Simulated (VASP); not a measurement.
Here is a VASP 6.6.1 calculation.

File INCAR:

```
ALGO = Normal
EDIFF = 1E-6
ENCUT = 520
GGA = CA
ISIF = 2
ISMEAR = -1
LASPH = True
LCHARG = True
LELF = True
LREAL = False
LVHAR = True
LWAVE = False
NBANDS = 21
NELM = 60
PREC = Accurate
SIGMA = 0.05
```

File KPOINTS:

```
k-points
0
Gamma
  15 15 15
```

POSCAR

```
Sn
1.0
   -2.9730380483      2.9730380483      1.6218471360
    2.9730380483     -2.9730380483      1.6218471360
    2.9730380483      2.9730380483     -1.6218471360
Sn
2
Direct
    0.0000000000      0.0000000000      0.0000000000
    0.7500000000      0.2500000000      0.5000000000
```

Potentials or basis: VASP PAW LDA potentials, release 64 (Sn_d).

Command:

```sh
$ cat potpaw_LDA.64/Sn_d/POTCAR > POTCAR
$ mpirun -np 1 vasp_std > vasp.out
```

Q: What does it give for the pressure?

A: -4.4 GPa.

Q: Predict the band gap on the k mesh.

A: Zero (bands 14 and 15 overlap by 3.98 eV).

Stress tensor (GPa, compression positive):
```
-4.12  0.00  0.00
 0.00 -4.12  0.00
 0.00  0.00 -4.89
```

Caveat: the cell stands under tension; spin-orbit coupling is left out, which moves the levels of the heavy elements.
